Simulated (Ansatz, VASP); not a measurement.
## Ta: VASP beside Ansatz

```
CELL_PARAMETERS angstrom
-1.45790 1.45790 1.45790
1.45790 -1.45790 1.45790
1.45790 1.45790 -1.45790
ATOMIC_POSITIONS crystal
Ta 0.00000 0.00000 0.00000
```

Change from the starting cell: volume scaled by 0.72, LAPW.

Alike in both runs: task single point; functional LDA; k mesh 18 × 18 × 18; occupations fermi-dirac, width 0.08 eV; no spin polarisation.

|  | VASP | Ansatz |
| --- | --- | --- |
| version | VASP 6.6.1 | Ansatz 0.2.0 |
| potentials or method | VASP PAW LDA potentials, release 64 (Ta_pv), cutoff 520 eV | all-electron LAPW, scalar-relativistic |

|  | VASP | Ansatz | Ansatz less VASP |
| --- | --- | --- | --- |
| pressure (GPa) | 134.6 | 128.9 | -5.72 |

LDA's correlation is that of Perdew and Zunger in VASP and of Perdew and Wang (1992) in Ansatz. Both programs put the cell under a high pressure, so it lies far from rest at this level. Ansatz ran all-electron here, and VASP with PAW potentials.

Spin-orbit coupling is off throughout. Noted on VASP's run: the cell as given lies far from equilibrium.
